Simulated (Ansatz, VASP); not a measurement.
## One calculation of MnO, two programs

File INCAR:

```
SYSTEM = MnO
PREC     = Accurate       ! precision mode
ENCUT    = 520            ! plane-wave cutoff, eV
EDIFF    = 1E-8           ! SCF threshold, eV
ISMEAR   = -1             ! smearing method
SIGMA    = 0.05           ! smearing width, eV
LREAL    = .False.        ! projectors in reciprocal space
LASPH    = .True.         ! aspherical terms in the spheres
NELM     = 150            ! most SCF steps
ALGO     = Normal         ! electronic algorithm
ISIF     = 2              ! what is computed and relaxed
LWAVE    = .False.        ! write WAVECAR
LCHARG   = .False.        ! write CHGCAR
ISPIN    = 2              ! spin polarisation
MAGMOM   = 4 0            ! initial moments
LORBIT   = 11             ! projections on sites
LMAXMIX  = 4              ! l up to which the mixer works
GGA      = PE             ! functional
LEFG     = .True.       
NBANDS   = 20             ! bands
```

KPOINTS

```
regular mesh
0
Gamma
  13 13 13
  0 0 0
```

The input POSCAR:

```
MnO
1.0
    0.0000000000      2.2197066550      2.2197066550
    2.2197066550      0.0000000000      2.2197066550
    2.2197066550      2.2197066550      0.0000000000
Mn O
1 1
Direct
    0.0000000000      0.0000000000      0.0000000000
    0.5067576497      0.5067576497      0.4932423503
```

Input for Ansatz:

```yaml
crystal:
  lattice:
    - [0.0, 2.219706655, 2.219706655]
    - [2.219706655, 0.0, 2.219706655]
    - [2.219706655, 2.219706655, 0.0]
  atoms:
    - { symbol: Mn, position: [0.0, 0.0, 0.0], spin: 4.0 }
    - { symbol: O, position: [0.5067576497, 0.5067576497, 0.4932423503] }
magnetization:
  spin_polarized: true
kpoints:
  mp_grid: { grid: [13, 13, 13] }
scf:
  occupations: { method: fermi_dirac, width: 0.05 }
hamiltonian:
  xc: pbe
  pseudopotentials: { kind: all_electron, datasets: crystal }
output:
  forces: true
  stress: true
  eigenvalues: true
  efg: { contact_densities: true }
```

Alike in both runs: task electric field gradients; functional PBE; k mesh 13 × 13 × 13; occupations fermi-dirac, width 0.05 eV; collinear spin.

|  | VASP | Ansatz |
| --- | --- | --- |
| version | VASP 6.6.1 | Ansatz 0.2.0 |
| potentials or method | VASP PAW PBE potentials, release 64 (Mn_pv, O), cutoff 520 eV | all-electron PAW with datasets made for the crystal, scalar-relativistic |

Ansatz gave:

- pressure (GPa): 0.1
- traceless stress, the component that is largest in VASP (GPa): 0.11
- rms of the force components (eV/Å): 0.064
- net moment per atom (μB): 2.37
- size of the moment on the site where the two differ most (μB): 4.01
- size of Vzz on the site where it differs most (V/Å²): 0.3

Question: Which values does VASP return?

Answer: Pressure (GPa): 0.3; traceless stress, the component that is largest in VASP (GPa): 0.11; rms of the force components (eV/Å): 0.067; net moment per atom (μB): 2.37; size of the moment on the site where the two differ most (μB): 4.31; size of Vzz on the site where it differs most (V/Å²): 0.3.

Site moments also hang on the region over which each program counts them. Atom by atom the forces differ by 0.003 eV/Å (rms over components). Ansatz ran all-electron here, and VASP with PAW potentials.
